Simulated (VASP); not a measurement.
# Nb16Cu (a cell with a defect) in VASP: single point with PBE

Aim: the single point of Nb16Cu (a cell with a defect) with PBE.

All numbers are computed with VASP 6.6.1; they aren't measurements. Logs are shortened: lines on timing, memory, paths and dates and some standing lists are left out, and cuts for length are marked.

### 1 The cell of the first run

The cell holds a defect, 17 atoms: a = 6.600 Å, b = 6.600 Å, c = 6.600 Å, α = 90.00°, β = 90.00°, γ = 90.00°.

### 2 Single point, PBE

File INCAR:

```
  PREC = Accurate
  ENCUT = 520
  EDIFF = 1E-6
  ISMEAR = -1
  SIGMA = 0.05
  LREAL = Auto
  LASPH = T
  NELM = 80
  ALGO = Normal
  ISIF = 2
  LWAVE = F
  LCHARG = F
  GGA = PE
  NBANDS = 124
```

File KPOINTS:

```
regular mesh
0
Gamma
  2 2 2
```

File POSCAR:

```
Nb16Cu
1.0
    6.6000000000      0.0000000000      0.0000000000
    0.0000000000      6.6000000000      0.0000000000
    0.0000000000      0.0000000000      6.6000000000
Nb Cu
16 1
Direct
   -0.0233636364      0.0704848485     -0.0591969697
    0.4721212121      0.0577121212     -0.0299696970
   -0.0350909091      0.5709848485     -0.0425454545
    0.0084545455      0.0587878788      0.4294393939
    0.2300454545      0.2906818182      0.2323636364
    0.4866060606      0.4712727273      0.0267727273
    0.4949848485      0.0399393939      0.4491666667
    0.7495606061      0.2928787879      0.2411363636
   -0.0038484848      0.5683636364      0.4354393939
    0.2516666667      0.8107727273      0.2142575758
    0.2216515152      0.3052424242      0.7199545455
    0.4676666667      0.5614393939      0.4610454545
    0.7427424242      0.8077121212      0.1831666667
    0.7228787879      0.3111969697      0.6902878788
    0.1907878788      0.8128181818      0.7265909091
    0.7783787879      0.8186515152      0.6242727273
    0.5395606061      0.7301818182      0.8176818182
```

Potentials or basis: VASP PAW PBE potentials, release 64 (Nb_sv, Cu).

Command:

```bash
cat potpaw_PBE.64/Nb_sv/POTCAR potpaw_PBE.64/Cu/POTCAR > POTCAR
mpirun -np 1 vasp_std > vasp.out
```

OUTCAR:

```text
PREC = Accurate
   ENCUT = 520
   EDIFF = 1E-6
   ISMEAR = -1
   LREAL = Auto
   LASPH = T
   NELM = 80
   ISIF = 2
   GGA = PE

 ion  position               nearest neighbor table
   1  0.977  0.070  0.941-  15 2.62  11 2.67  13 2.82  14 2.84   8 2.89   5 2.93  16 2.97
   2  0.472  0.058  0.970-  17 2.43  10 2.72   6 2.76  13 2.81   5 2.81  11 2.85  15 2.94  14 2.99
                             8 2.99
   3  0.965  0.571  0.957-  13 2.61  15 2.66  11 2.90  14 2.93   8 2.98  10 2.99  16 3.00
   4  0.008  0.059  0.429-   5 2.48  16 2.54   8 2.62  10 2.70  15 2.82  11 2.88  13 2.91
   5  0.230  0.291  0.232-   6 2.48   4 2.48   9 2.75   7 2.80   2 2.81  12 2.82   1 2.93
   6  0.487  0.471  0.027-  17 2.22   5 2.48   8 2.53   2 2.76  11 2.89  14 2.91  12 2.93  13 2.98
                            10 2.99
   7  0.495  0.040  0.449-  16 2.64  10 2.70   8 2.74   5 2.80  14 2.83  13 2.85
   8  0.750  0.293  0.241-   6 2.53   4 2.62   7 2.74   9 2.76   1 2.89  12 2.95  14 2.97   3 2.98
                             2 2.99
   9  0.996  0.568  0.435-  16 2.52  10 2.74   5 2.75   8 2.76  15 2.82  13 2.84  11 2.96  14 2.99

  10  0.252  0.811  0.214-   7 2.70   4 2.70   2 2.72  12 2.72   9 2.74   6 2.99   3 2.99
  11  0.222  0.305  0.720-   1 2.67   2 2.85   4 2.88   6 2.89   3 2.90  12 2.90   9 2.96
  12  0.468  0.561  0.461-  17 2.65  10 2.72  14 2.80   5 2.82  16 2.87  11 2.90   6 2.93   8 2.95
                            15 3.03
  13  0.743  0.808  0.183-   3 2.61  17 2.81   2 2.81   1 2.82   9 2.84   7 2.85   4 2.91  16 2.92
                             6 2.98
  14  0.723  0.311  0.690-  12 2.80   7 2.83   1 2.84   6 2.91   3 2.93   8 2.97   2 2.99   9 2.99

  15  0.191  0.813  0.727-  17 2.44   1 2.62   3 2.66  16 2.80   4 2.82   9 2.82   2 2.94  12 3.03

  16  0.778  0.819  0.624-  17 2.11   9 2.52   4 2.54   7 2.64  15 2.80  12 2.87  13 2.92   1 2.97
                             3 3.00
  17  0.540  0.730  0.818-  16 2.11   6 2.22   2 2.43  15 2.44  12 2.65  13 2.81

  LATTYP: Found a simple cubic cell.
 ALAT       =     6.6000000000

  Lattice vectors:

 A1 = (   6.6000000000,   0.0000000000,   0.0000000000)
 A2 = (   0.0000000000,   6.6000000000,   0.0000000000)
 A3 = (   0.0000000000,   0.0000000000,   6.6000000000)

Analysis of symmetry for initial positions (statically):
=====================================================================
 Subroutine PRICEL returns:
 Original cell was already a primitive cell.

 Routine SETGRP: Setting up the symmetry group for a
 simple cubic supercell.

 Subroutine GETGRP returns: Found  1 space group operations
 (whereof  1 operations were pure point group operations)
 out of a pool of 48 trial point group operations.

The static configuration has the point symmetry C_1 .

Analysis of symmetry for dynamics (positions and initial velocities):
=====================================================================
 Subroutine PRICEL returns:
[... 135 lines left out ...]
   EMIN   =  10.00;   EMAX   =-10.00  energy-range for DOS
   EFERMI =   0.00;   METHOD = LEGACY
   ISMEAR =    -1;   SIGMA  =   0.05  broadening in eV -4-tet -1-fermi 0-gaus
   EFERMI_NEDOS =   21; number of points for ismear=-14 and -15
   IALGO  =     38    algorithm
   IMIX   =      4    mixing-type and parameters
     AMIX     =   0.40;   BMIX     =  1.00
     AMIX_MAG =   1.60;   BMIX_MAG =  1.00
  volume/ion in A,a.u.               =      16.91       114.12
  Fermi-wavevector in a.u.,A,eV,Ry     =   1.495130  2.825386 30.414647  2.235413
  Thomas-Fermi vector in A             =   2.607314
   LORBIT       =      0    0 simple, 1 ext, 2 COOP (PROOUT), +10 PAW based schemes
   GGA     = PE    functional components
   LHFCALC =     F    Hartree Fock is set to
   AEXX    =    0.0000 exact exchange contribution
   IVDW    =     0    specifies the selected vdW correction
   LEPSILON=     F    determine dielectric tensor
   LRPA    =     F    only Hartree local field effects (RPA)
 non-spin polarized calculation
  energy-cutoff  :      520.00
  volume of cell :      287.50
 maximum number of plane-waves:      7809
 NGX is ok and might be reduce to    50
   NGX = 25   NGY = 25   NGZ = 25

 number of electron     219.0000032 magnetization

 Free energy of the ion-electron system (eV)
  ---------------------------------------------------
  ext. energy  EPLUGINS =         0.00000000
  ---------------------------------------------------
  free energy    TOTEN  =      -161.74498796 eV

  energy without entropy =     -161.63005783  energy(sigma->0) =     -161.68752289

 E-fermi :  11.8441     XC(G=0): -12.7017

 val. band max:       11.8409597081   @ k =   0.0000   0.5000   0.0000
 cond. band min:      11.8529200689   @ k =   0.5000   0.0000   0.0000
 fundamental gap:      0.0119603607
 Fermi energy:        11.8440984232

 k-point     1 :       0.0000    0.0000    0.0000
  band No.  band energies     occupation
      1     -42.7756      2.00000
      2     -42.6123      2.00000
      3     -42.6106      2.00000
      4     -42.5737      2.00000
      5     -42.5416      2.00000
      6     -42.5230      2.00000
[... 981 lines left out ...]
    120      13.6895      0.00000
    121      13.9250      0.00000
 [bands above 121 left out]

------------------------ aborting loop because EDIFF is reached ----------------------------------------

  FORCE on cell =-STRESS in cart. coord.  units (eV):
  Direction    XX          YY          ZZ          XY          YZ          ZX
  --------------------------------------------------------------------------------------
  -------------------------------------------------------------------------------------
  Total       29.9865230     28.7408430     29.0018454      3.4273836     -4.5347417     -6.1144195
  in kB      167.1109420    160.1689316    161.6234631     19.1003571    -25.2715178    -34.0748541
  external PRESSURE =     162.9677789 kB  Pullay stress =       0.0000000 kB

 VOLUME and BASIS-vectors are now :
 -----------------------------------------------------------------------------
  energy-cutoff  :      520.00
  volume of cell :      287.50
      direct lattice vectors                 reciprocal lattice vectors
     6.600000000  0.000000000  0.000000000     0.151515152  0.000000000  0.000000000
     0.000000000  6.600000000  0.000000000     0.000000000  0.151515152  0.000000000
     0.000000000  0.000000000  6.600000000     0.000000000  0.000000000  0.151515152

 POSITION                                       TOTAL-FORCE (eV/Angst)
 -----------------------------------------------------------------------------------
      6.44580      0.46520      6.20930        -0.011449     -0.242291      0.531761
      3.11600      0.38090      6.40220         0.559176      0.878614     -0.380081
      6.36840      3.76850      6.31920         0.712191     -1.288776     -0.280091
      0.05580      0.38800      2.83430        -0.876812      0.347437      1.503967
      1.51830      1.91850      1.53360        -0.311075      0.534455     -0.815207
      3.21160      3.11040      0.17670        -0.549170      0.203827     -0.010745
[... 9 lines left out ...]
      5.13730      5.40310      4.12020         2.162302      1.563042     -0.292708
      3.56110      4.81920      5.39670        -1.721988     -0.722575      1.370871
 -----------------------------------------------------------------------------------
    total drift:                                0.000335      0.003214      0.002453

  FREE ENERGIE OF THE ION-ELECTRON SYSTEM (eV)
  ---------------------------------------------------
  free  energy   TOTEN  =      -161.7449879585 eV

  energy  without entropy=     -161.6300578264  energy(sigma->0) =     -161.68752289
```

OSZICAR:

```text
N       E                     dE             d eps       ncg     rms          rms(c)
DAV:   1     0.375932310018E+04    0.37593E+04   -0.11315E+05  1984   0.198E+03
DAV:   2     0.299674097846E+03   -0.34596E+04   -0.34132E+04  2056   0.845E+02
DAV:   3    -0.103888597171E+03   -0.40356E+03   -0.38200E+03  2968   0.218E+02
[... 11 lines left out ...]
DAV:  15    -0.161744981127E+03    0.11146E-04   -0.19041E-03  2952   0.304E-01    0.628E-02
DAV:  16    -0.161745016490E+03   -0.35363E-04   -0.66645E-04  3376   0.115E-01    0.412E-02
DAV:  17    -0.161744989718E+03    0.26772E-04   -0.21774E-04  3120   0.126E-01    0.180E-02
DAV:  18    -0.161744993728E+03   -0.40104E-05   -0.58392E-05  3152   0.418E-02    0.169E-02
DAV:  19    -0.161744988872E+03    0.48564E-05   -0.29771E-05  2560   0.491E-02    0.521E-03
DAV:  20    -0.161744987959E+03    0.91328E-06   -0.33491E-06  1496   0.100E-02
   1 F= -.16174499E+03 E0= -.16168752E+03  d E =-.114930E+00
```

It took 6.8 min on 1 thread of AMD EPYC 9R45 (Zen 5), shared host; peak memory 0.43 GiB.

Results:

* Free energy: -161.7450 eV
* Pressure: 16.3 GPa
* Largest force: 2.684 eV/Å
* Band gap on the k mesh: zero (an odd number of electrons rules out a gap without spin polarisation)

Forces on the atoms (eV/Å):
```
Nb  -0.011 -0.242  0.532
Nb   0.559  0.879 -0.380
Nb   0.712 -1.289 -0.280
Nb  -0.877  0.347  1.504
Nb  -0.311  0.534 -0.815
Nb  -0.549  0.204 -0.011
Nb  -0.801  0.562  1.307
Nb  -0.157  0.193 -1.995
Nb  -0.030 -1.036  0.714
Nb  -0.733 -0.623 -1.320
Nb   0.261  0.386  0.032
Nb   0.908 -0.977  0.265
Nb  -0.312  0.024  0.220
Nb  -0.017  0.167  0.538
Nb   0.918  0.029 -1.389
Nb   2.162  1.563 -0.293
Cu  -1.722 -0.723  1.371
```

Caveat: the k points lie up to 0.48 Å⁻¹ apart, too coarse for converged energies and pressures of a metal.
